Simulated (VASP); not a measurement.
# Bi (Im-3m) in VASP: single point with PBEsol

Aim: the single point of Bi with PBEsol.

All numbers are computed with VASP 6.6.1; they aren't measurements. Logs are shortened: lines on timing, memory, paths and dates and some standing lists are left out, and cuts for length are marked.

## (1) The cell of the first run

Symmetry: Im-3m, No. 229, cubic system. Conventional cell: a = 4.077 Å, b = 4.077 Å, c = 4.077 Å, α = 90.00°, β = 90.00°, γ = 90.00°. Within 4.6 Å of Bi (site symmetry m-3m) lie 14 Bi at 3.53 to 4.08 Å.

## (2) Single point, PBEsol (Sb replaced by Bi, lengths x 1.039, strained)

INCAR

```
PREC     = Accurate       # precision mode
ENCUT    = 520            # plane-wave cutoff, eV
EDIFF    = 1E-7           # SCF threshold, eV
ISMEAR   = 0              # smearing method
SIGMA    = 0.1            # smearing width, eV
LREAL    = False          # projectors in reciprocal space
LASPH    = True           # aspherical terms in the spheres
NELM     = 100            # most SCF steps
ALGO     = Normal         # electronic algorithm
ISIF     = 2              # what is computed and relaxed
LWAVE    = False          # write WAVECAR
LCHARG   = True           # write CHGCAR
GGA      = PS             # functional
LELF     = True           # ELF
LVHAR    = True         
NBANDS   = 14             # bands
```

KPOINTS

```
Automatic mesh
0
Gamma
  14 14 14
```

POSCAR

```
Bi
1.0
   -2.0387346711      2.0387346711      2.0387346711
    2.0387346711     -2.0387346711      2.0387346711
    2.0387346711      2.0387346711     -2.0387346711
Bi
1
Direct
    0.0000000000      0.0000000000      0.0000000000
```

Potentials or basis: VASP PAW PBE potentials, release 64 (Bi_d).

Run with:

```console
cat potpaw_PBE.64/Bi_d/POTCAR > POTCAR
mpirun -np 1 vasp_std > vasp.out
```

OUTCAR:

```text
PREC = Accurate
   ENCUT = 520
   EDIFF = 1E-7
   ISMEAR = 0
   LREAL = False
   LASPH = True
   NELM = 100
   ISIF = 2
   GGA = PS

 ion  position               nearest neighbor table
   1  0.000  0.000  0.000-

  LATTYP: Found a body centered cubic cell.
 ALAT       =     4.0774693422

  Lattice vectors:

 A1 = (  -2.0387346711,   2.0387346711,   2.0387346711)
 A2 = (   2.0387346711,  -2.0387346711,   2.0387346711)
 A3 = (   2.0387346711,   2.0387346711,  -2.0387346711)

Analysis of symmetry for initial positions (statically):
=====================================================================
 Subroutine PRICEL returns:
 Original cell was already a primitive cell.

 Routine SETGRP: Setting up the symmetry group for a
 body centered cubic supercell.

 Subroutine GETGRP returns: Found 48 space group operations
 (whereof 48 operations were pure point group operations)
 out of a pool of 48 trial point group operations.

The static configuration has the point symmetry O_h .

Analysis of symmetry for dynamics (positions and initial velocities):
=====================================================================
 Subroutine PRICEL returns:
 Original cell was already a primitive cell.

 Routine SETGRP: Setting up the symmetry group for a
 body centered cubic supercell.

 Subroutine GETGRP returns: Found 48 space group operations
 (whereof 48 operations were pure point group operations)
 out of a pool of 48 trial point group operations.

The dynamic configuration has the point symmetry O_h .

 Subroutine INISYM returns: Found 48 space group operations
 (whereof 48 operations are pure point group operations),
 and found     1 'primitive' translations

----------------------------------------------------------------------------------------

                                     Primitive cell

  volume of cell :      33.8955

  direct lattice vectors                    reciprocal lattice vectors
    -2.038734671  2.038734671  2.038734671     0.000000000  0.245250158  0.245250158
     2.038734671 -2.038734671  2.038734671     0.245250158  0.000000000  0.245250158
     2.038734671  2.038734671 -2.038734671     0.245250158  0.245250158  0.000000000

  length of vectors
     3.531192033  3.531192033  3.531192033     0.346836099  0.346836099  0.346836099

  position of ions in fractional coordinates (direct lattice)
     0.000000000  0.000000000  0.000000000

[... 76 lines left out ...]
   LREAL  =      F    real-space projection
   EDIFFG = 0.1E-05   stopping-criterion for IOM
   NSW    =      0    number of steps for IOM
   IBRION =     -1    ionic relax: 0-MD 1-quasi-New 2-CG
   NFREE  =      0    steps in history (QN), initial steepest desc. (CG)
   ISIF   =      2    stress and relaxation
   ISYM   =      2    0-nonsym 1-usesym 2-fastsym
   POTIM  = 0.5000    time-step for ionic-motion
   TEBEG  =    0.0;   TEEND  =   0.0 temperature during run
   PSTRESS=    0.0 pullay stress
   NELECT =      15.0000    total number of electrons
   NUPDOWN=      -1.0000    fix difference up-down
   EMIN   =  10.00;   EMAX   =-10.00  energy-range for DOS
   EFERMI =   0.00;   METHOD = LEGACY
   ISMEAR =     0;   SIGMA  =   0.10  broadening in eV -4-tet -1-fermi 0-gaus
   EFERMI_NEDOS =   21; number of points for ismear=-14 and -15
   IALGO  =     38    algorithm
   IMIX   =      4    mixing-type and parameters
     AMIX     =   0.40;   BMIX     =  1.00
     AMIX_MAG =   1.60;   BMIX_MAG =  1.00
  volume/ion in A,a.u.               =      33.90       228.74
  Fermi-wavevector in a.u.,A,eV,Ry     =   1.247550  2.357527 21.175841  1.556380
  Thomas-Fermi vector in A             =   2.381677
   LORBIT       =      0    0 simple, 1 ext, 2 COOP (PROOUT), +10 PAW based schemes
   GGA     = PS    functional components
   LHFCALC =     F    Hartree Fock is set to
   AEXX    =    0.0000 exact exchange contribution
   IVDW    =     0    specifies the selected vdW correction
   LEPSILON=     F    determine dielectric tensor
   LRPA    =     F    only Hartree local field effects (RPA)
 non-spin polarized calculation
 Gauss-broadening in eV      SIGMA  =   0.10
  energy-cutoff  :      520.00
  volume of cell :       33.90
 maximum number of plane-waves:       943
 NGX is ok and might be reduce to    28
   NGX = 13   NGY = 13   NGZ = 13

 number of electron      15.0000003 magnetization

 Free energy of the ion-electron system (eV)
  ---------------------------------------------------
  ext. energy  EPLUGINS =         0.00000000
  ---------------------------------------------------
  free energy    TOTEN  =        -4.13880312 eV

  energy without entropy =       -4.13232544  energy(sigma->0) =       -4.13556428

 E-fermi :   6.6646     XC(G=0): -10.0392

 val. band max:        6.6307122420   @ k =  -0.3571   0.4286   0.2857
 cond. band min:       6.6820479536   @ k =   0.2143   0.2143   0.0000
 fundamental gap:      0.0513357116
 Fermi energy:         6.6645869222

 k-point     1 :       0.0000    0.0000    0.0000
  band No.  band energies     occupation
      1     -16.1793      2.00000
      2     -16.1793      2.00000
      3     -16.1793      2.00000
      4     -16.0821      2.00000
      5     -16.0821      2.00000
      6      -6.2558      2.00000
      7      11.2504      0.00000
      8      11.2504      0.00000
      9      11.2504      0.00000
     10      14.7786      0.00000
     11      17.1592      0.00000
     12      17.1592      0.00000
     13      17.1592      0.00000
     14      17.8958      0.00000
[... 377 lines left out ...]
      1     -16.1827      2.00000
      2     -16.1201      2.00000
      3     -16.1067      2.00000
      4     -16.0770      2.00000
      5     -16.0583      2.00000
      6      -3.2824      2.00000
      7       3.3384      2.00000
      8       4.3091      2.00000
      9       8.9088      0.00000
     10      14.7180      0.00000
     11      16.8247      0.00000
     12      17.5021      0.00000
     13      20.5280      0.00000
     14      22.6073      0.00000

 [... further k-points ...]
[... 5 lines left out ...]
  --------------------------------------------------------------------------------------
  -------------------------------------------------------------------------------------
  Total       -1.2034343     -1.2034343     -1.2034343      0.0000000     -0.0000000     -0.0000000
  in kB      -56.8840968    -56.8840968    -56.8840968      0.0000000     -0.0000000     -0.0000000
  external PRESSURE =     -56.8840968 kB  Pullay stress =       0.0000000 kB

 VOLUME and BASIS-vectors are now :
 -----------------------------------------------------------------------------
  energy-cutoff  :      520.00
  volume of cell :       33.90
      direct lattice vectors                 reciprocal lattice vectors
    -2.038734671  2.038734671  2.038734671     0.000000000  0.245250158  0.245250158
     2.038734671 -2.038734671  2.038734671     0.245250158  0.000000000  0.245250158
     2.038734671  2.038734671 -2.038734671     0.245250158  0.245250158  0.000000000

 POSITION                                       TOTAL-FORCE (eV/Angst)
 -----------------------------------------------------------------------------------
      0.00000      0.00000      0.00000        -0.000000      0.000000      0.000000
 -----------------------------------------------------------------------------------
    total drift:                               -0.000000     -0.000000     -0.000000

  FREE ENERGIE OF THE ION-ELECTRON SYSTEM (eV)
  ---------------------------------------------------
  free  energy   TOTEN  =        -4.1388031245 eV

  energy  without entropy=       -4.1323254366  energy(sigma->0) =       -4.13556428
```

OSZICAR:

```text
N       E                     dE             d eps       ncg     rms          rms(c)
DAV:   1     0.112569685827E+03    0.11257E+03   -0.76212E+03  2930   0.118E+03
DAV:   2     0.242338323809E+01   -0.11015E+03   -0.10683E+03  3128   0.333E+02
DAV:   3    -0.398819936721E+01   -0.64116E+01   -0.63818E+01  3694   0.792E+01
DAV:   4    -0.414133478752E+01   -0.15314E+00   -0.15310E+00  3678   0.131E+01
DAV:   5    -0.414797119405E+01   -0.66364E-02   -0.66362E-02  4336   0.245E+00    0.494E-01
DAV:   6    -0.414037079697E+01    0.76004E-02   -0.11104E-02  3884   0.144E+00    0.295E-01
DAV:   7    -0.413880303835E+01    0.15678E-02   -0.70437E-03  3848   0.107E+00    0.922E-02
DAV:   8    -0.413880087254E+01    0.21658E-05   -0.58800E-04  3754   0.366E-01    0.123E-02
DAV:   9    -0.413880309011E+01   -0.22176E-05   -0.13926E-05  4240   0.485E-02    0.450E-03
DAV:  10    -0.413880310066E+01   -0.10554E-07   -0.17647E-06  3774   0.188E-02    0.337E-04
DAV:  11    -0.413880312447E+01   -0.23802E-07   -0.67184E-08  2770   0.294E-03
   1 F= -.41388031E+01 E0= -.41355643E+01  d E =-.647769E-02
```

stdout:

```text
POSCAR found type information on POSCAR Bi
 POSCAR found :  1 types and       1 ions
 scaLAPACK will be used
 -----------------------------------------------------------------------------
|                                                                             |
|                                                                             |
|     You enforced a specific xc type in the INCAR file but a different       |
|     I HOPE YOU KNOW WHAT YOU ARE DOING!                                     |
|                                                                             |
 -----------------------------------------------------------------------------

 LDA part: xc-table for (Slater+PW92), standard interpolation
 POSCAR, INCAR and KPOINTS ok, starting setup
 FFT: planning ... GRIDC
 FFT: planning ... GRID_SOFT
 FFT: planning ... GRID
 WAVECAR not read
 entering main loop
```

It took 34 s on 1 thread of Intel Xeon Platinum 8259CL at 2.50GHz (Skylake/Cascade Lake), shared host; peak memory 0.18 GiB.

Results:

```yaml
Free_energy: -4.1388 eV
Pressure: -5.7 GPa
```

Levels at points of the mesh, in eV from the Fermi level:
| k point | band 3 | band 4 | band 5 | band 6 | band 7 | band 8 | band 9 | band 10 | band 11 | band 12 |
| --- | --- | --- | --- | --- | --- | --- | --- | --- | --- | --- |
| (0.00, 0.00, 0.00) | -22.84 | -22.75 | -22.75 | -12.92 | 4.59 | 4.59 | 4.59 | 8.11 | 10.49 | 10.49 |
| (0.50, 0.00, 0.00) | -22.75 | -22.75 | -22.68 | -10.33 | -4.54 | 1.47 | 3.25 | 5.72 | 7.42 | 11.98 |
| (0.50, 0.50, 0.50) | -22.70 | -22.70 | -22.70 | -8.58 | -1.57 | -1.57 | -1.57 | 3.66 | 3.66 | 15.18 |

Caveat: the cell differs from its parent crystal (Sb replaced by Bi, lengths x 1.039, strained); the PAW data sets were made with another functional, which shifts forces and pressure a little; spin-orbit coupling is left out, which moves the levels of the heavy elements.
